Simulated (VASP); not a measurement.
## SnO2: relaxation of cell and atoms with r2SCAN

The system is SnO2.

```
Sn O
1.0
     4.75994    0.00000    0.00000
     0.00000    4.75994    0.00000
     0.00000    0.00000    3.20081
Sn O
2 4
Direct
  0.00000 0.00000 0.00000
  0.50000 0.50000 0.50000
  0.30591 0.30591 0.00000
  0.19409 0.80591 0.50000
  0.69409 0.69409 0.00000
  0.80591 0.19409 0.50000
```

* Program: VASP 6.6.1
* Task: relaxation of cell and atoms
* Functional: r2SCAN
* Potentials or basis: VASP PAW PBE potentials, release 64 (Sn_d, O)
* Cutoff: 600 eV
* k mesh: 6 × 6 × 8
* Occupations: gaussian, width 0.01 eV
* Spin: no spin polarisation
* Dipole correction: no
* Further INCAR settings: ALGO = Normal; EDIFF = 1e-06; IBRION = 2; EDIFFG = -0.001; NSW = 80; ISIF = 3

```yaml
Relaxed_volume: 12.13 Å³/atom
Relaxed_cell: a = 4.764 Å, b = 4.764 Å, c = 3.207 Å, α = 90.00°, β = 90.00°, γ = 90.00°
Space_group_after_relaxing_to_0.1_Å: P4_2/mnm (No. 136)
Energy_gained_by_relaxing: 0.2 meV/atom
Ionic_steps: 6
Pressure_after_relaxing: 0.0 GPa
Band_gap_on_the_k_mesh: 1.74 eV
```

The path:
```csv
step,energy change (eV),largest force (eV/Å),pressure (GPa),volume (Å³)
1,0.0000,0.0280,0.91,72.52
2,0.0010,0.0441,-1.34,73.24
3,-0.0009,0.0027,-0.03,72.82
4,-0.0009,0.0022,0.00,72.81
5,-0.0009,0.0010,0.00,72.81
6,-0.0009,0.0008,0.00,72.81
```

Final structure:
```cif
data_structure
_symmetry_space_group_name_H-M 'P 1'
_symmetry_Int_Tables_number 1
_cell_length_a 4.7644
_cell_length_b 4.7644
_cell_length_c 3.2074
_cell_angle_alpha 90.000
_cell_angle_beta 90.000
_cell_angle_gamma 90.000
_cell_volume 72.81
loop_
_atom_site_label
_atom_site_type_symbol
_atom_site_fract_x
_atom_site_fract_y
_atom_site_fract_z
_atom_site_occupancy
Sn1 Sn 0.00000 0.00000 0.00000 1
Sn2 Sn 0.50000 0.50000 0.50000 1
O1 O 0.30586 0.30586 0.00000 1
O2 O 0.19414 0.80586 0.50000 1
O3 O 0.69414 0.69414 0.00000 1
O4 O 0.80586 0.19414 0.50000 1
```

Levels at points of the mesh, in eV from the valence-band top:
| k point | band 22 | band 23 | band 24 | band 25 | band 26 | band 27 | band 28 | band 29 | band 30 | band 31 |
| --- | --- | --- | --- | --- | --- | --- | --- | --- | --- | --- |
| (0.00, 0.00, 0.00) | -1.22 | -1.22 | -0.77 | -0.77 | 0.00 | 1.74 | 6.77 | 7.02 | 7.02 | 11.09 |
| (0.50, 0.00, 0.00) | -1.97 | -1.17 | -1.17 | -0.62 | -0.62 | 4.96 | 4.96 | 7.78 | 7.78 | 11.85 |
| (0.50, 0.50, 0.00) | -1.96 | -1.30 | -1.30 | -0.91 | -0.91 | 5.40 | 5.40 | 8.18 | 8.18 | 11.89 |
| (0.00, 0.00, 0.50) | -2.59 | -1.66 | -1.66 | -1.26 | -1.26 | 6.82 | 6.82 | 10.50 | 10.50 | 11.51 |
| (0.50, 0.00, 0.50) | -1.72 | -1.10 | -1.10 | -0.69 | -0.69 | 7.10 | 7.10 | 8.82 | 8.82 | 11.88 |
| (0.50, 0.50, 0.50) | -2.35 | -0.95 | -0.95 | -0.85 | -0.85 | 5.48 | 5.48 | 9.63 | 9.63 | 11.86 |

Wall time 47 min on 1 thread of Oxide Virtual Turin-like Processor, on a shared host, peak memory 0.27 GiB.

Caveat: the PAW data sets were made with another functional, which shifts forces and pressure a little; spin-orbit coupling is left out, which moves the levels of the heavy elements. Zero-point motion and thermal expansion aren't in these numbers.
